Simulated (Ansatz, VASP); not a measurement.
# One calculation of Zn, two programs

```
Zn
1.0
    -1.30340    1.50909    1.50909
     1.50909   -1.30340    1.50909
     1.50909    1.50909   -1.30340
Zn
1
Cartesian
  0.0000 0.0000 0.0000
```

Alike in both runs: task single point; functional PBEsol; k mesh 22 × 22 × 22; occupations gaussian, width 0.15 eV; no spin polarisation.

|  | VASP | Ansatz |
| --- | --- | --- |
| version | VASP 6.6.1 | Ansatz 0.2.0 |
| potentials or method | VASP PAW PBE potentials, release 64 (Zn), cutoff 520 eV | scalar-relativistic, plane waves, PAW |
| valence electrons in the cell | 12 | 12 |

```csv
,VASP,Ansatz,Ansatz less VASP
gap on the k mesh at the Fermi level (eV),none,none,-
pressure (GPa),9.6,9.0,-0.59
"traceless stress, the component that is largest in VASP (GPa)",-3.87,-3.78,+0.094
```

VASP's potentials were made for PBE, not for PBEsol. A gap of «none» marks a metal or a gap that the smearing closes.
